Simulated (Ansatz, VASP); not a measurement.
# Two plane-wave programs on AlN

```
Al N
1.0
     3.04666    0.00000    0.00000
    -1.52333    2.63849    0.00000
     0.00000    0.00000    4.85855
Al N
2 2
Direct
  0.33333 0.66667 0.99849
  0.66667 0.33333 0.49849
  0.33333 0.66667 0.38151
  0.66667 0.33333 0.88151
```

Alike in both runs: task single point; functional r2SCAN; k mesh 8 × 8 × 4; no spin polarisation.

|  | VASP | Ansatz |
| --- | --- | --- |
| version | VASP 6.6.1 | Ansatz 0.2.0 |
| potentials or method | VASP PAW PBE potentials, release 64 (Al, N) | PAW with Ansatz's default frozen-core files, scalar-relativistic |
| plane-wave cutoff (eV) | 520 | 500 |
| occupations | gaussian, width 0.01 eV | fixed |
| valence electrons in the cell | 16 | 16 |

Ansatz gave:

```
gap on the k mesh at the Fermi level (eV) : 5.44
pressure (GPa)                            : 15.0
```

Q: What did VASP give for the same quantities?

A: gap on the k mesh at the Fermi level (eV): 5.48; pressure (GPa): 14.7.

VASP's potentials were made for PBE, not for r2SCAN.
